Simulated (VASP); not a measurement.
# HgTe (Cmcm) in VASP: further runs

HgTe is run at these levels: BLYP, LDA, PBEsol; tasks: single point.

All numbers are computed with VASP 6.6.1; they aren't measurements. Logs are shortened: lines on timing, memory, paths and dates and some standing lists are left out, and cuts for length are marked.

**1. The cell of the first run**

The structure is orthorhombic, space group Cmcm (No. 63). The conventional cell has a = 5.985 Å, b = 6.934 Å, c = 5.798 Å, α = 90.00°, β = 90.00°, γ = 90.00°. Within 4.0 Å of Hg (site symmetry m2m) lie 6 Te at 3.02 to 3.87 Å and 2 Hg at 3.63 Å. Te (site symmetry m2m) has 6 Hg at 3.02 to 3.87 Å within 4.0 Å.

**2. Single point, BLYP**

INCAR reads:

```
  PREC = Accurate
  ENCUT = 500
  EDIFF = 1E-6
  ISMEAR = -1
  SIGMA = 0.1
  LREAL = F
  LASPH = T
  NELM = 120
  ALGO = Normal
  ISIF = 2
  LWAVE = F
  LCHARG = T
  GGA = B5
  ALDAX = 1.0
  AGGAX = 1.0
  AGGAC = 1.0
  ALDAC = 0.0
  LELF = T
  LVHAR = T
  NBANDS = 26
  GGA_COMPAT = F
```

KPOINTS reads:

```
Automatic mesh
0
Gamma
  4 4 4
```

POSCAR reads:

```
HgTe
1.0
    2.9925180000     -3.4669290000      0.0000000000
    2.9925180000      3.4669290000      0.0000000000
    0.0000000000      0.0000000000      5.7981570000
Hg Te
2 2
Direct
    0.3430500000      0.6569500000      0.7500000000
    0.6569500000      0.3430500000      0.2500000000
    0.7848090000      0.2151910000      0.7500000000
    0.2151910000      0.7848090000      0.2500000000
```

Potentials or basis: VASP PAW PBE potentials, release 64 (Hg, Te).

The run is started by

```bash
$ cat potpaw_PBE.64/Hg/POTCAR potpaw_PBE.64/Te/POTCAR > POTCAR
$ mpirun -np 1 vasp_std > vasp.out
```

OUTCAR:

```text
PREC = Accurate
   ENCUT = 500
   EDIFF = 1E-6
   ISMEAR = -1
   LREAL = F
   LASPH = T
   NELM = 120
   ISIF = 2
   GGA = B5

 ion  position               nearest neighbor table
   1  0.343  0.657  0.750-   3 3.02   3 3.02   4 3.03   4 3.03   3 3.06   2 3.63   2 3.63
   2  0.657  0.343  0.250-   4 3.02   4 3.02   3 3.03   3 3.03   4 3.06   1 3.63   1 3.63
   3  0.785  0.215  0.750-   1 3.02   1 3.02   2 3.03   2 3.03   1 3.06
   4  0.215  0.785  0.250-   2 3.02   2 3.02   1 3.03   1 3.03   2 3.06

  LATTYP: Found a base centered orthorhombic cell.
 ALAT       =     5.9850360000
 B/A-ratio  =     1.1585323798
 C/A-ratio  =     0.9687756264

  Lattice vectors:

 A1 = (   2.9925180000,  -3.4669290000,   0.0000000000)
 A2 = (   2.9925180000,   3.4669290000,   0.0000000000)
 A3 = (   0.0000000000,   0.0000000000,   5.7981570000)

Analysis of symmetry for initial positions (statically):
=====================================================================
 Subroutine PRICEL returns:
 Original cell was already a primitive cell.

 Routine SETGRP: Setting up the symmetry group for a
 base centered orthorhombic supercell.

 Subroutine GETGRP returns: Found  8 space group operations
 (whereof  4 operations were pure point group operations)
 out of a pool of  8 trial point group operations.

The static configuration has the point symmetry C_2h.
 The point group associated with its full space group is D_2h.

Analysis of symmetry for dynamics (positions and initial velocities):
=====================================================================
 Subroutine PRICEL returns:
 Original cell was already a primitive cell.

 Routine SETGRP: Setting up the symmetry group for a
 base centered orthorhombic supercell.

 Subroutine GETGRP returns: Found  8 space group operations
 (whereof  4 operations were pure point group operations)
 out of a pool of  8 trial point group operations.

The dynamic configuration has the point symmetry C_2h.
 The point group associated with its full space group is D_2h.

 Subroutine INISYM returns: Found  8 space group operations
 (whereof  4 operations are pure point group operations),
 and found     1 'primitive' translations

----------------------------------------------------------------------------------------

                                     Primitive cell

  volume of cell :     120.3100

  direct lattice vectors                    reciprocal lattice vectors
     2.992518000 -3.466929000  0.000000000     0.167083373 -0.144219856  0.000000000
     2.992518000  3.466929000  0.000000000     0.167083373  0.144219856  0.000000000
     0.000000000  0.000000000  5.798157000     0.000000000  0.000000000  0.172468596

  length of vectors
     4.579821030  4.579821030  5.798157000     0.220717512  0.220717512  0.172468596

  position of ions in fractional coordinates (direct lattice)
     0.343050000  0.656950000  0.750000000
     0.656950000  0.343050000  0.250000000
     0.784809000  0.215191000  0.750000000
     0.215191000  0.784809000  0.250000000

  ion indices of the primitive-cell ions
   primitive index   ion index
                 1           1
                 2           2
                 3           3
                 4           4

----------------------------------------------------------------------------------------

 KPOINTS: Automatic mesh

Automatic generation of k-mesh.
 Grid dimensions read from file:
 generate k-points for:    4    4    4

 Generating k-lattice:

  Cartesian coordinates                     Fractional coordinates (reciprocal lattice)
     0.041770843 -0.036054964  0.000000000     0.250000000 -0.000000000  0.000000000
     0.041770843  0.036054964  0.000000000    -0.000000000  0.250000000  0.000000000
     0.000000000  0.000000000  0.043117149     0.000000000  0.000000000  0.250000000

  Length of vectors
     0.055179378  0.055179378  0.043117149

  Shift w.r.t. Gamma in fractional coordinates (k-lattice)
     0.000000000  0.000000000  0.000000000

 Subroutine IBZKPT returns following result:
 ===========================================

 Found     21 irreducible k-points:

 Following reciprocal coordinates:
            Coordinates               Weight
  0.000000  0.000000  0.000000      1.000000
  0.250000  0.000000  0.000000      4.000000
  0.500000  0.000000  0.000000      2.000000
  0.250000  0.250000  0.000000      2.000000
  0.500000  0.250000  0.000000      4.000000
 -0.250000  0.250000  0.000000      2.000000
[... 13 lines left out ...]
 -0.250000  0.250000  0.500000      2.000000
  0.500000  0.500000  0.500000      1.000000
   k-points           NKPTS =     21   k-points in BZ     NKDIM =     21   number of bands    NBANDS=     26
   number of dos      NEDOS =    301   number of ions     NIONS =      4
   total plane-waves  NPLWV =  54432
   dimension x,y,z NGX =    36 NGY =   36 NGZ =   42
   dimension x,y,z NGXF=    72 NGYF=   72 NGZF=   84
   ions per type =               2   2
   NGX,Y,Z   is equivalent  to a cutoff of  13.07, 13.07, 12.04 a.u.
   NGXF,Y,Z  is equivalent  to a cutoff of  26.14, 26.14, 24.08 a.u.
 SYSTEM =  unknown system
   PREC   = accura    normal or accurate (medium, high low for compatibility)
   ISTART =      0    job   : 0-new  1-cont  2-samecut
   ICHARG =      2    charge: 1-file 2-atom 10-const
   ISPIN  =      1    spin polarized calculation?
   LNONCOLLINEAR =      F non collinear calculations
   LSORBIT =      F    spin-orbit coupling
   LASPH  =      T    aspherical Exc in radial PAW
   ENCUT  =  500.0 eV  36.75 Ry    6.06 a.u.   8.35  8.35 10.57*2*pi/ulx,y,z
   NELM   =    120;   NELMIN=  2; NELMDL= -5     # of ELM steps
   EDIFF  = 0.1E-05   stopping-criterion for ELM
   LREAL  =      F    real-space projection
   EDIFFG = 0.1E-04   stopping-criterion for IOM
   NSW    =      0    number of steps for IOM
   IBRION =     -1    ionic relax: 0-MD 1-quasi-New 2-CG
   NFREE  =      0    steps in history (QN), initial steepest desc. (CG)
   ISIF   =      2    stress and relaxation
   ISYM   =      2    0-nonsym 1-usesym 2-fastsym
   POTIM  = 0.5000    time-step for ionic-motion
   TEBEG  =    0.0;   TEEND  =   0.0 temperature during run
   PSTRESS=    0.0 pullay stress
   NELECT =      36.0000    total number of electrons
   NUPDOWN=      -1.0000    fix difference up-down
   EMIN   =  10.00;   EMAX   =-10.00  energy-range for DOS
   EFERMI =   0.00;   METHOD = LEGACY
   ISMEAR =    -1;   SIGMA  =   0.10  broadening in eV -4-tet -1-fermi 0-gaus
   EFERMI_NEDOS =   21; number of points for ismear=-14 and -15
   IALGO  =     38    algorithm
   IMIX   =      4    mixing-type and parameters
     AMIX     =   0.40;   BMIX     =  1.00
     AMIX_MAG =   1.60;   BMIX_MAG =  1.00
  volume/ion in A,a.u.               =      30.08       202.97
  Fermi-wavevector in a.u.,A,eV,Ry     =   1.094986  2.069223 16.313299  1.198994
  Thomas-Fermi vector in A             =   2.231301
   LORBIT       =      0    0 simple, 1 ext, 2 COOP (PROOUT), +10 PAW based schemes
   GGA     = B5    functional components
   LHFCALC =     F    Hartree Fock is set to
   AEXX    =    0.0000 exact exchange contribution
   IVDW    =     0    specifies the selected vdW correction
   LEPSILON=     F    determine dielectric tensor
   LRPA    =     F    only Hartree local field effects (RPA)
 non-spin polarized calculation
  energy-cutoff  :      500.00
  volume of cell :      120.31
 maximum number of plane-waves:      3079
 NGX is ok and might be reduce to    36
   NGX = 17   NGY = 17   NGZ = 21

 number of electron      35.9999993 magnetization

 Free energy of the ion-electron system (eV)
  ---------------------------------------------------
  ext. energy  EPLUGINS =         0.00000000
  ---------------------------------------------------
  free energy    TOTEN  =        -4.34567794 eV

  energy without entropy =       -4.28844535  energy(sigma->0) =       -4.31706164

 E-fermi :   4.3370     XC(G=0):  -8.9822

 val. band max:        4.2461099715   @ k =   0.2500   0.0000   0.2500
 cond. band min:       4.3791434431   @ k =   0.5000   0.2500   0.0000
 fundamental gap:      0.1330334715
 Fermi energy:         4.3369503500

 k-point     1 :       0.0000    0.0000    0.0000
  band No.  band energies     occupation
      1      -7.4884      2.00000
      2      -6.4280      2.00000
      3      -2.5363      2.00000
      4      -2.4468      2.00000
      5      -2.4183      2.00000
      6      -2.3596      2.00000
[... 18 lines left out ...]
     25      11.5470      0.00000
     26      11.8026      0.00000

 k-point     2 :       0.2500    0.0000    0.0000
  band No.  band energies     occupation
      1      -7.2176      2.00000
      2      -6.4058      2.00000
      3      -2.6372      2.00000
      4      -2.5237      2.00000
      5      -2.4638      2.00000
      6      -2.3653      2.00000
[... 18 lines left out ...]
     25      11.3567      0.00000
     26      11.5090      0.00000

 k-point     3 :       0.5000    0.0000    0.0000
  band No.  band energies     occupation
      1      -6.6921      2.00000
      2      -6.6163      2.00000
      3      -2.7071      2.00000
      4      -2.5962      2.00000
      5      -2.4969      2.00000
      6      -2.4795      2.00000
[... 18 lines left out ...]
     25       9.8937      0.00000
     26      11.1146      0.00000

 k-point     4 :       0.2500    0.2500    0.0000
  band No.  band energies     occupation
      1      -6.9074      2.00000
      2      -6.4398      2.00000
      3      -2.6831      2.00000
      4      -2.6073      2.00000
      5      -2.5195      2.00000
      6      -2.3191      2.00000
[... 18 lines left out ...]
     25      10.5813      0.00000
     26      12.1681      0.00000
[... 409 lines left out ...]
      1      -6.4970      2.00000
      2      -6.4970      2.00000
      3      -2.6772      2.00000
      4      -2.6772      2.00000
      5      -2.4625      2.00000
      6      -2.4625      2.00000
[... 18 lines left out ...]
     25      11.3358      0.00000
     26      11.3358      0.00000

 k-point    20 :      -0.2500    0.2500    0.5000
  band No.  band energies     occupation
      1      -6.6728      2.00000
      2      -6.6728      2.00000
      3      -2.6503      2.00000
      4      -2.6503      2.00000
      5      -2.4052      2.00000
      6      -2.4052      2.00000
[... 18 lines left out ...]
     25      10.8222      0.00000
     26      10.8222      0.00000

 k-point    21 :       0.5000    0.5000    0.5000
  band No.  band energies     occupation
      1      -6.5145      2.00000
      2      -6.5145      2.00000
      3      -2.6597      2.00000
      4      -2.6597      2.00000
      5      -2.3339      2.00000
      6      -2.3339      2.00000
[... 18 lines left out ...]
     25      11.7343      0.00000
     26      11.7343      0.00000

------------------------ aborting loop because EDIFF is reached ----------------------------------------

  FORCE on cell =-STRESS in cart. coord.  units (eV):
  Direction    XX          YY          ZZ          XY          YZ          ZX
  --------------------------------------------------------------------------------------
  -------------------------------------------------------------------------------------
  Total        3.3058517      3.2259163      3.1266571      0.0000000      0.0000000      0.0000000
  in kB       44.0242800     42.9597745     41.6379323      0.0000000      0.0000000      0.0000000
  external PRESSURE =      42.8739956 kB  Pullay stress =       0.0000000 kB

 VOLUME and BASIS-vectors are now :
 -----------------------------------------------------------------------------
  energy-cutoff  :      500.00
  volume of cell :      120.31
      direct lattice vectors                 reciprocal lattice vectors
     2.992518000 -3.466929000  0.000000000     0.167083373 -0.144219856  0.000000000
     2.992518000  3.466929000  0.000000000     0.167083373  0.144219856  0.000000000
     0.000000000  0.000000000  5.798157000     0.000000000  0.000000000  0.172468596

 POSITION                                       TOTAL-FORCE (eV/Angst)
 -----------------------------------------------------------------------------------
      2.99252      1.08827      4.34862         0.000000      0.079021      0.000000
      2.99252     -1.08827      1.44954         0.000000     -0.079021     -0.000000
      2.99252     -1.97483      4.34862         0.000000     -0.089199     -0.000000
      2.99252      1.97483      1.44954         0.000000      0.089199      0.000000
 -----------------------------------------------------------------------------------
    total drift:                               -0.000000      0.000000     -0.000000

  FREE ENERGIE OF THE ION-ELECTRON SYSTEM (eV)
  ---------------------------------------------------
  free  energy   TOTEN  =        -4.3456779372 eV

  energy  without entropy=       -4.2884453502  energy(sigma->0) =       -4.31706164
```

It took 2.1 min on 1 thread of Intel Xeon 8259CL, shared host; peak memory 0.25 GiB.

What came out:

* Free energy: -4.3457 eV
* Pressure: 4.3 GPa
* Largest force: 0.089 eV/Å
* Band gap on the k mesh: zero (bands 18 and 19 overlap by 2.02 eV)

Forces on the atoms (eV/Å):
```
Hg   0.000  0.079  0.000
Hg   0.000 -0.079  0.000
Te   0.000 -0.089  0.000
Te   0.000  0.089  0.000
```

Stress tensor (GPa, compression positive):
```
4.40 0.00 0.00
0.00 4.30 0.00
0.00 0.00 4.16
```

Caveat: the cell stands under pressure; the PAW data sets were made with another functional, which shifts forces and pressure a little; spin-orbit coupling is left out, which moves the levels of the heavy elements.

**3. Single point, LDA**

INCAR reads:

```
SYSTEM = HgTe
PREC = Accurate
ENCUT = 500
EDIFF = 1E-6
ISMEAR = -1
SIGMA = 0.1
LREAL = .FALSE.
LASPH = .TRUE.
NELM = 120
ALGO = Normal
ISIF = 2
LWAVE = .FALSE.
LCHARG = .FALSE.
NBANDS = 26
GGA_COMPAT = .FALSE.
```

KPOINTS reads:

```
Automatic mesh
0
G
  4 4 4
  0 0 0
```

POSCAR is that of step 2.

Potentials or basis: VASP PAW LDA potentials, release 64 (Hg, Te).

The run is started by

```bash
$ cat potpaw_LDA.64/Hg/POTCAR potpaw_LDA.64/Te/POTCAR > POTCAR
$ mpirun -np 1 vasp_std > vasp.out
```

Wall time 90 s (1 thread of Intel Xeon 8259CL, shared host); peak memory 0.21 GiB.

Results (log left out):

```
Free energy            : -9.4997 eV
Pressure               : -4.6 GPa
Largest force          : 0.209 eV/Å
Band gap on the k mesh : zero (bands 18 and 19 overlap by 2.06 eV)
```

Forces in eV/Å, atoms in the order of the input:
```
Hg   0.000 -0.017  0.000
Hg   0.000  0.017  0.000
Te   0.000  0.209  0.000
Te   0.000 -0.209  0.000
```

Stress tensor (GPa, compression positive):
```
-4.85  0.00  0.00
 0.00 -3.53  0.00
 0.00  0.00 -5.30
```

Levels at points of the mesh, in eV from the Fermi level:
```
           k point  band 16  band 17  band 18  band 19  band 20  band 21
(0.00, 0.00, 0.00)    -2.50    -1.00    -0.50    -0.38    -0.10     4.07
(0.50, 0.00, 0.00)    -1.90    -0.83    -0.52     1.39     2.43     2.88
(0.50, 0.50, 0.00)    -1.98    -1.81    -1.76    -1.72    -1.41     3.23
(0.00, 0.00, 0.50)    -1.80    -1.23    -1.23     1.40     1.40     4.74
(0.50, 0.00, 0.50)    -0.88     0.23     0.23     1.88     1.88     3.73
(0.50, 0.50, 0.50)    -3.10    -2.92    -2.92     2.04     2.04     5.50
```

Caveat: the cell stands under tension; spin-orbit coupling is left out, which moves the levels of the heavy elements.

**4. Single point, PBEsol**

INCAR reads:

```
  PREC = Accurate
  ENCUT = 500
  EDIFF = 1E-6
  ISMEAR = -1
  SIGMA = 0.1
  LREAL = F
  LASPH = T
  NELM = 120
  ALGO = Normal
  ISIF = 2
  LWAVE = F
  LCHARG = T
  GGA = PS
  LELF = T
  LVHAR = T
  NBANDS = 26
  GGA_COMPAT = F
```

KPOINTS reads:

```
regular mesh
0
Gamma
  4 4 4
```

POSCAR is that of step 3.

Potentials or basis: VASP PAW PBE potentials, release 64 (Hg, Te).

The run is started by

```bash
$ cat potpaw_PBE.64/Hg/POTCAR potpaw_PBE.64/Te/POTCAR > POTCAR
$ mpirun -np 1 vasp_std > vasp.out
```

It took 95 s on 1 thread of Intel Xeon 8259CL, shared host; peak memory 0.25 GiB.

Results (log left out):

```
Free energy            : -8.2141 eV
Pressure               : -3.1 GPa
Largest force          : 0.137 eV/Å
Band gap on the k mesh : zero (bands 18 and 19 overlap by 2.07 eV)
```

Forces in eV/Å, atoms in the order of the input:
```
Hg   0.000 -0.008  0.000
Hg   0.000  0.008  0.000
Te   0.000  0.137  0.000
Te   0.000 -0.137  0.000
```

Stress tensor (GPa, compression positive):
```
-3.28  0.00  0.00
 0.00 -2.25  0.00
 0.00  0.00 -3.77
```

Levels at points of the mesh, in eV from the Fermi level:
```csv
k point,band 16,band 17,band 18,band 19,band 20,band 21
"(0.00, 0.00, 0.00)",-2.51,-1.00,-0.47,-0.38,-0.11,4.05
"(0.50, 0.00, 0.00)",-1.91,-0.84,-0.53,1.40,2.44,2.89
"(0.50, 0.50, 0.00)",-1.96,-1.80,-1.76,-1.72,-1.42,3.22
"(0.00, 0.00, 0.50)",-1.81,-1.24,-1.24,1.41,1.41,4.77
"(0.50, 0.00, 0.50)",-0.89,0.23,0.23,1.89,1.89,3.74
"(0.50, 0.50, 0.50)",-3.12,-2.94,-2.94,2.06,2.06,5.53
```

Caveat: the cell stands under tension; the PAW data sets were made with another functional, which shifts forces and pressure a little; spin-orbit coupling is left out, which moves the levels of the heavy elements.

**5. The runs side by side**

```csv
level,potentials or basis,gap on the mesh (eV),pressure (GPa),largest force (eV/Å)
BLYP,"VASP PAW PBE potentials, release 64 (Hg, Te)",none,4.3,0.09
LDA,"VASP PAW LDA potentials, release 64 (Hg, Te)",none,-4.6,0.21
PBEsol,"VASP PAW PBE potentials, release 64 (Hg, Te)",none,-3.1,0.14
```

Alike in all rows: task single point; no spin polarisation; cell as given; k mesh 4 × 4 × 4; cutoff (eV) 500; smearing fermi-dirac 0.1 eV.

Caveats: spin-orbit coupling is left out, which moves the levels of the heavy elements; the PAW data sets were made with another functional, which shifts forces and pressure a little (at least some runs); the cell stands under tension (at least some runs); the cell stands under pressure (at least some runs).

Total energies depend on the potentials used, so only differences within one code and one set of settings carry meaning.

The gap in the log of VASP goes by the Fermi energy; the results here count the filled bands.